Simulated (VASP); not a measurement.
# SiC in VASP: notebook, part 2 of 2

VASP 6.6.1.

## (5) Single point, PBEsol (strain +0.080 along x and y, +0.040 along z)

INCAR

```
ALGO = Normal
EDIFF = 1E-6
ENCUT = 520
GGA = PS
ISIF = 2
ISMEAR = 0
LASPH = T
LCHARG = F
LREAL = F
LWAVE = F
NBANDS = 11
NELM = 60
PREC = Accurate
SIGMA = 0.05
```

KPOINTS

```
k-points
0
Gamma
  12 12 12
```

POSCAR

```
SiC
1.0
    0.0000000000      2.3479200000      2.2609600000
    2.3479200000      0.0000000000      2.2609600000
    2.3479200000      2.3479200000      0.0000000000
Si C
1 1
Direct
    0.0000000000      0.0000000000      0.0000000000
    0.7500000000      0.7500000000      0.7500000000
```

Potentials or basis: VASP PAW PBE potentials, release 64 (Si, C).

The run is started by

```bash
$ cat potpaw_PBE.64/Si/POTCAR potpaw_PBE.64/C/POTCAR > POTCAR
$ mpirun -np 1 vasp_std > vasp.out
```

OUTCAR:

```text
EDIFF = 1E-6
   ENCUT = 520
   GGA = PS
   ISIF = 2
   ISMEAR = 0
   LASPH = T
   LREAL = F
   NELM = 60
   PREC = Accurate

 ion  position               nearest neighbor table
   1  0.000  0.000  0.000-   2 2.01   2 2.01   2 2.01   2 2.01
   2  0.750  0.750  0.750-   1 2.01   1 2.01   1 2.01   1 2.01

  LATTYP: Found a body centered tetragonal cell.
 ALAT       =     3.3204603074
 C/A-ratio  =     1.3618352823

  Lattice vectors:

 A1 = (   0.0000000000,  -2.3479200000,  -2.2609600000)
 A2 = (   0.0000000000,   2.3479200000,  -2.2609600000)
 A3 = (   2.3479200000,   0.0000000000,   2.2609600000)

Analysis of symmetry for initial positions (statically):
=====================================================================
 Subroutine PRICEL returns:
 Original cell was already a primitive cell.

 Routine SETGRP: Setting up the symmetry group for a
 body centered tetragonal supercell.

 Subroutine GETGRP returns: Found  8 space group operations
 (whereof  8 operations were pure point group operations)
 out of a pool of 16 trial point group operations.

The static configuration has the point symmetry D_2d.

Analysis of symmetry for dynamics (positions and initial velocities):
=====================================================================
 Subroutine PRICEL returns:
 Original cell was already a primitive cell.

 Routine SETGRP: Setting up the symmetry group for a
 body centered tetragonal supercell.

 Subroutine GETGRP returns: Found  8 space group operations
 (whereof  8 operations were pure point group operations)
 out of a pool of 16 trial point group operations.

The dynamic configuration has the point symmetry D_2d.

 Subroutine INISYM returns: Found  8 space group operations
 (whereof  8 operations are pure point group operations),
 and found     1 'primitive' translations

----------------------------------------------------------------------------------------

[... 113 lines left out ...]
  volume/ion in A,a.u.               =      12.46        84.11
  Fermi-wavevector in a.u.,A,eV,Ry     =   1.120835  2.118071 17.092605  1.256271
  Thomas-Fermi vector in A             =   2.257484
   LORBIT       =      0    0 simple, 1 ext, 2 COOP (PROOUT), +10 PAW based schemes
   GGA     = PS    functional components
   LHFCALC =     F    Hartree Fock is set to
   AEXX    =    0.0000 exact exchange contribution
   IVDW    =     0    specifies the selected vdW correction
   LEPSILON=     F    determine dielectric tensor
   LRPA    =     F    only Hartree local field effects (RPA)
 non-spin polarized calculation
 Gauss-broadening in eV      SIGMA  =   0.05
  energy-cutoff  :      520.00
  volume of cell :       24.93
 maximum number of plane-waves:       684
   NGX = 13   NGY = 13   NGZ = 13

 number of electron       8.0000000 magnetization

 Free energy of the ion-electron system (eV)
  ---------------------------------------------------
  ext. energy  EPLUGINS =         0.00000000
  ---------------------------------------------------
  free energy    TOTEN  =       -15.46354522 eV

  energy without entropy =      -15.46354522  energy(sigma->0) =      -15.46354522

 E-fermi :   6.4384     XC(G=0): -10.7222

 val. band max:        6.2518697381   @ k =   0.0000   0.0000   0.0000
 cond. band min:       7.2865890146   @ k =   0.5000   0.5000   0.0000
 fundamental gap:      1.0347192765
 Fermi energy:         6.4384356324

 k-point     1 :       0.0000    0.0000    0.0000
  band No.  band energies     occupation
      1      -7.9358      2.00000
      2       6.0234      2.00000
      3       6.0234      2.00000
      4       6.2519      2.00000
      5      10.1564      0.00000
      6      12.0977      0.00000
      7      12.2217      0.00000
      8      12.2217      0.00000
      9      19.0340      0.00000
     10      19.7010      0.00000
     11      19.9578      0.00000
[... 309 lines left out ...]
 k-point    24 :      -0.4167    0.1667    0.0000
  band No.  band energies     occupation
      1      -4.6940      2.00000
      2      -1.1002      2.00000
      3       3.4459      2.00000
      4       4.4905      2.00000
      5      10.1884      0.00000
      6      12.6193      0.00000
      7      13.4645      0.00000
      8      15.6183      0.00000
      9      18.7283      0.00000
     10      20.0074      0.00000
     11      22.3375      0.00000

 [... further k-points ...]
[... 5 lines left out ...]
  --------------------------------------------------------------------------------------
  -------------------------------------------------------------------------------------
  Total       -4.8465555     -4.8465555     -3.5565709      0.0000000      0.0000000      0.0000000
  in kB     -311.4973129   -311.4973129   -228.5875602      0.0000000      0.0000000      0.0000000
  external PRESSURE =    -283.8607287 kB  Pullay stress =       0.0000000 kB

 VOLUME and BASIS-vectors are now :
 -----------------------------------------------------------------------------
  energy-cutoff  :      520.00
  volume of cell :       24.93
      direct lattice vectors                 reciprocal lattice vectors
     0.000000000  2.347920000  2.260960000    -0.212954445  0.212954445  0.221145000
     2.347920000  0.000000000  2.260960000     0.212954445 -0.212954445  0.221145000
     2.347920000  2.347920000  0.000000000     0.212954445  0.212954445 -0.221145000

 POSITION                                       TOTAL-FORCE (eV/Angst)
 -----------------------------------------------------------------------------------
      0.00000      0.00000      0.00000        -0.000000     -0.000000      0.000000
      3.52188      3.52188      3.39144         0.000000      0.000000     -0.000000
 -----------------------------------------------------------------------------------
    total drift:                               -0.000000     -0.000000     -0.000000

  FREE ENERGIE OF THE ION-ELECTRON SYSTEM (eV)
  ---------------------------------------------------
  free  energy   TOTEN  =       -15.4635452159 eV

  energy  without entropy=      -15.4635452159  energy(sigma->0) =      -15.46354522
```

stdout:

```text
POSCAR found type information on POSCAR SiC
 POSCAR found :  2 types and       2 ions
 scaLAPACK will be used
 -----------------------------------------------------------------------------
|                                                                             |
|                                                                             |
|     You enforced a specific xc type in the INCAR file but a different       |
|     I HOPE YOU KNOW WHAT YOU ARE DOING!                                     |
|                                                                             |
 -----------------------------------------------------------------------------

 LDA part: xc-table for (Slater+PW92), standard interpolation
 POSCAR, INCAR and KPOINTS ok, starting setup
 FFT: planning ... GRIDC
 FFT: planning ... GRID_SOFT
 FFT: planning ... GRID
 WAVECAR not read
 entering main loop
```

Run time: 25 s. Hardware: 1 thread of Intel Xeon 6975P-C (Granite Rapids), shared host; peak memory 0.16 GiB.

What came out:

```yaml
Free_energy: -15.4635 eV
Pressure: -28.4 GPa
Band_gap_on_the_k_mesh: 1.03 eV, indirect (least direct gap 3.90 eV)
```

Levels at points of the mesh, in eV from the valence-band top:
```
           k point  band 1  band 2  band 3  band 4  band 5  band 6  band 7  band 8  band 9
(0.00, 0.00, 0.00)  -14.19   -0.23   -0.23    0.00    3.90    5.85    5.97    5.97   12.78
(0.50, 0.00, 0.00)  -11.23   -7.80   -1.35   -0.97    3.57    6.05    6.55    8.76   13.75
(0.50, 0.50, 0.00)   -9.80   -7.18   -3.23   -3.23    1.03    3.05   11.67   11.67   12.59
(0.50, 0.00, 0.50)  -10.02   -7.58   -2.91   -2.85    1.33    3.64   11.31   12.08   12.18
```

Caveat: the cell differs from its parent crystal (strain +0.080 along x and y, +0.040 along z); the PAW data sets were made with another functional, which shifts forces and pressure a little. A k mesh can miss the band edges.

## (6) Single point, PBEsol (strain -0.080 along x and y, -0.080 along z)

INCAR

```
SYSTEM = SiC
PREC = Accurate ; ENCUT = 520
EDIFF = 1E-7 ; ISMEAR = 0
SIGMA = 0.05 ; LREAL = .FALSE.
LASPH = .TRUE. ; NELM = 60
ALGO = Normal ; ISIF = 2
LWAVE = .FALSE. ; LCHARG = .TRUE.
GGA = PS ; LELF = .TRUE.
LVHAR = .TRUE. ; NBANDS = 11
```

KPOINTS

```
regular mesh
0
G
  12 12 12
  0 0 0
```

POSCAR

```
SiC
1.0
    0.0000000000      2.0000800000      2.0000800000
    2.0000800000      0.0000000000      2.0000800000
    2.0000800000      2.0000800000      0.0000000000
Si C
1 1
Direct
    0.0000000000      0.0000000000      0.0000000000
    0.7500000000      0.7500000000      0.7500000000
```

Potentials or basis: VASP PAW PBE potentials, release 64 (Si, C).

The run is started by

```bash
$ cat potpaw_PBE.64/Si/POTCAR potpaw_PBE.64/C/POTCAR > POTCAR
$ mpirun -np 1 vasp_std > vasp.out
```

OUTCAR:

```text
SYSTEM = SiC
   PREC = Accurate
   ENCUT = 520
   EDIFF = 1E-7
   ISMEAR = 0
   LREAL = .FALSE.
   LASPH = .TRUE.
   NELM = 60
   ISIF = 2
   GGA = PS

 ion  position               nearest neighbor table
   1  0.000  0.000  0.000-   2 1.73   2 1.73   2 1.73   2 1.73
   2  0.750  0.750  0.750-   1 1.73   1 1.73   1 1.73   1 1.73

  LATTYP: Found a face centered cubic cell.
 ALAT       =     4.0001600000

  Lattice vectors:

 A1 = (   0.0000000000,   2.0000800000,   2.0000800000)
 A2 = (   2.0000800000,   0.0000000000,   2.0000800000)
 A3 = (   2.0000800000,   2.0000800000,   0.0000000000)
[... 513 lines left out ...]
      7      21.0836      0.00000
      8      24.9823      0.00000
      9      28.5408      0.00000
     10      28.9985      0.00000
     11      32.5483      0.00000

 [... further k-points ...]
[... 5 lines left out ...]
  --------------------------------------------------------------------------------------
  -------------------------------------------------------------------------------------
  Total        9.2709054      9.2709054      9.2709054      0.0000000      0.0000000     -0.0000000
  in kB      928.2407563    928.2407563    928.2407563      0.0000000      0.0000000     -0.0000000
  external PRESSURE =     928.2407563 kB  Pullay stress =       0.0000000 kB

 VOLUME and BASIS-vectors are now :
 -----------------------------------------------------------------------------
  energy-cutoff  :      520.00
  volume of cell :       16.00
      direct lattice vectors                 reciprocal lattice vectors
     0.000000000  2.000080000  2.000080000    -0.249990000  0.249990000  0.249990000
     2.000080000  0.000000000  2.000080000     0.249990000 -0.249990000  0.249990000
     2.000080000  2.000080000  0.000000000     0.249990000  0.249990000 -0.249990000

 POSITION                                       TOTAL-FORCE (eV/Angst)
 -----------------------------------------------------------------------------------
      0.00000      0.00000      0.00000        -0.000000      0.000000     -0.000000
      3.00012      3.00012      3.00012         0.000000     -0.000000      0.000000
 -----------------------------------------------------------------------------------
    total drift:                                0.000000      0.000000      0.000000

  FREE ENERGIE OF THE ION-ELECTRON SYSTEM (eV)
  ---------------------------------------------------
  free  energy   TOTEN  =       -14.8031375474 eV

  energy  without entropy=      -14.8031375474  energy(sigma->0) =      -14.80313755
```

OSZICAR:

```text
N       E                     dE             d eps       ncg     rms          rms(c)
DAV:   1     0.414851899317E+01    0.41485E+01   -0.42645E+03  1651   0.628E+02
DAV:   2    -0.169531314379E+02   -0.21102E+02   -0.20305E+02  1983   0.120E+02
DAV:   3    -0.174613155316E+02   -0.50818E+00   -0.50740E+00  1928   0.150E+01
DAV:   4    -0.174626695590E+02   -0.13540E-02   -0.13540E-02  1804   0.999E-01
DAV:   5    -0.174626736441E+02   -0.40851E-05   -0.40851E-05  1922   0.502E-02    0.121E+01
DAV:   6    -0.149945059764E+02    0.24682E+01   -0.67269E+00  1740   0.128E+01    0.566E+00
DAV:   7    -0.148186324337E+02    0.17587E+00   -0.79246E-01  1883   0.498E+00    0.232E+00
DAV:   8    -0.148032556482E+02    0.15377E-01   -0.24984E-02  1740   0.105E+00    0.184E-01
DAV:   9    -0.148031148360E+02    0.14081E-03   -0.11706E-03  1875   0.203E-01    0.128E-01
DAV:  10    -0.148031371237E+02   -0.22288E-04   -0.64589E-05  1773   0.554E-02    0.257E-02
DAV:  11    -0.148031373668E+02   -0.24310E-06   -0.27961E-06  1887   0.115E-02    0.440E-03
DAV:  12    -0.148031375419E+02   -0.17507E-06   -0.36994E-07  1797   0.332E-03    0.655E-04
DAV:  13    -0.148031375474E+02   -0.55875E-08   -0.80500E-09   996   0.642E-04
   1 F= -.14803138E+02 E0= -.14803138E+02  d E =-.901026E-20
```

stdout:

```text
POSCAR found type information on POSCAR SiC
 POSCAR found :  2 types and       2 ions
 scaLAPACK will be used
 -----------------------------------------------------------------------------
|                                                                             |
|                                                                             |
|     You enforced a specific xc type in the INCAR file but a different       |
|     I HOPE YOU KNOW WHAT YOU ARE DOING!                                     |
|                                                                             |
 -----------------------------------------------------------------------------

 LDA part: xc-table for (Slater+PW92), standard interpolation
 POSCAR, INCAR and KPOINTS ok, starting setup
 FFT: planning ... GRIDC
 FFT: planning ... GRID_SOFT
 FFT: planning ... GRID
 WAVECAR not read
 entering main loop
```

It took 9.5 s on 1 thread of Intel Xeon Platinum 8259CL at 2.50GHz (Skylake/Cascade Lake), shared host; peak memory 0.13 GiB.

What came out:

* Free energy: -14.8031 eV
* Pressure: 92.8 GPa
* Band gap on the k mesh: 0.96 eV, indirect (least direct gap 4.65 eV)

Caveat: the cell differs from its parent crystal (strain -0.080 along x and y, -0.080 along z); the PAW data sets were made with another functional, which shifts forces and pressure a little. A k mesh can miss the band edges.

## (7) The runs side by side

| cell | gap on the mesh (eV) | pressure (GPa) |
| --- | --- | --- |
| a = 3.200, b = 3.200, c = 3.075 Å, angles 61.3, 61.3, 57.4°, 2 atoms | 0.90 | -13.7 |
| a = 3.137, b = 3.137, c = 3.197 Å, angles 59.4, 59.4, 61.3°, 2 atoms | 0.91 | -13.7 |
| a = 3.260, b = 3.260, c = 3.197 Å, angles 60.6, 60.6, 58.7°, 2 atoms | 1.17 | -24.4 |
| a = 3.260, b = 3.260, c = 3.320 Å, angles 59.4, 59.4, 61.2°, 2 atoms | 1.03 | -28.4 |
| a = 2.829 Å, angles 60.0°, 2 atoms | 0.96 | 92.8 |

Alike in all rows: task single point; level PBEsol; potentials or basis VASP PAW PBE potentials, release 64 (Si, C); no spin polarisation; k mesh 12 × 12 × 12; cutoff (eV) 520; smearing gaussian 0.05 eV.

Caveats: the PAW data sets were made with another functional, which shifts forces and pressure a little.

Total energies depend on the potentials used, so only differences within one code and one set of settings carry meaning.
